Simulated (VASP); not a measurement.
NaBe:

```
Na Be
1.0
     0.00000    3.12160    3.12160
     3.12160    0.00000    3.12160
     3.12160    3.12160    0.00000
Na Be
2 2
Direct
  0.50000 0.50000 0.50000
  0.75000 0.75000 0.75000
  0.00000 0.00000 0.00000
  0.25000 0.25000 0.25000
```

```yaml
Program: VASP 6.6.1
Task: relaxation of cell and atoms
Functional: PBE
Potentials_or_basis: VASP PAW PBE potentials, release 64 (Na_pv, Be)
Cutoff: 600 eV
k_mesh: 6 × 6 × 6
Occupations: gaussian, width 0.1 eV
Spin: no spin polarisation
```

At the start: pressure 4.9 GPa; volume 15.21 Å³/atom.

How do energy, volume and symmetry change on relaxing?

Over 3 steps the energy falls by 27.1 meV/atom and the volume is 17.02 Å³/atom (+11.9 %); space group Fd-3m (No. 227, to 0.1 Å) before and after.

The path:
| step | energy change (eV) | largest force (eV/Å) | pressure (GPa) | volume (Å³) |
| --- | --- | --- | --- | --- |
| 1 | 0.0000 | 0.0000 | 4.95 | 60.84 |
| 2 | -0.0885 | 0.0000 | 1.82 | 65.06 |
| 3 | -0.1086 | 0.0000 | 0.20 | 68.08 |

Final structure:
```
Na Be
1.0
     0.00000    3.24092    3.24092
     3.24092    0.00000    3.24092
     3.24092    3.24092    0.00000
Na Be
2 2
Direct
  0.50000 0.50000 0.50000
  0.75000 0.75000 0.75000
  0.00000 0.00000 0.00000
  0.25000 0.25000 0.25000
```
